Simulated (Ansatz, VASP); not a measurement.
## Two plane-wave programs on EuNi3

```
CELL_PARAMETERS angstrom
4.00916 0.00000 0.00000
0.00000 4.00916 0.00000
0.00000 0.00000 4.00916
ATOMIC_POSITIONS crystal
Eu 0.00000 0.00000 0.00000
Ni 0.00000 0.50000 0.50000
Ni 0.50000 0.50000 0.00000
Ni 0.50000 0.00000 0.50000
```

Alike in both runs: task single point; functional PBE; k mesh 8 × 8 × 8; occupations gaussian, width 0.05 eV; collinear spin; Hubbard terms Eu f U = 6.0 eV.

|  | VASP | Ansatz |
| --- | --- | --- |
| version | VASP 6.6.1 | Ansatz 0.2.0 |
| potentials or method | VASP PAW PBE potentials, release 64 (Eu, Ni), cutoff 520 eV | scalar-relativistic, plane waves, PAW |
| valence electrons in the cell | 47 | 71 |

|  | VASP | Ansatz | Ansatz less VASP |
| --- | --- | --- | --- |
| gap on the k mesh at the Fermi level (eV) | none | none | - |
| pressure (GPa) | -3.5 | -3.1 | +0.40 |
| net moment per atom (μB) | 1.48 | 1.48 | 0.000 |
| size of the moment on the site where the two differ most (μB) | 6.67 | 6.79 | +0.124 |

Site moments also hang on the region over which each program counts them. The programs project onto different local orbitals, so the same U acts differently, and such runs can settle in different states. A gap of «none» marks a metal or a gap that the smearing closes. VASP's potentials hold 47 valence electrons a cell and Ansatz's 71, so a difference there can come from the potentials and not from the codes. Ansatz's warnings: filled band counts differ across k points.

Spin-orbit coupling is off throughout.
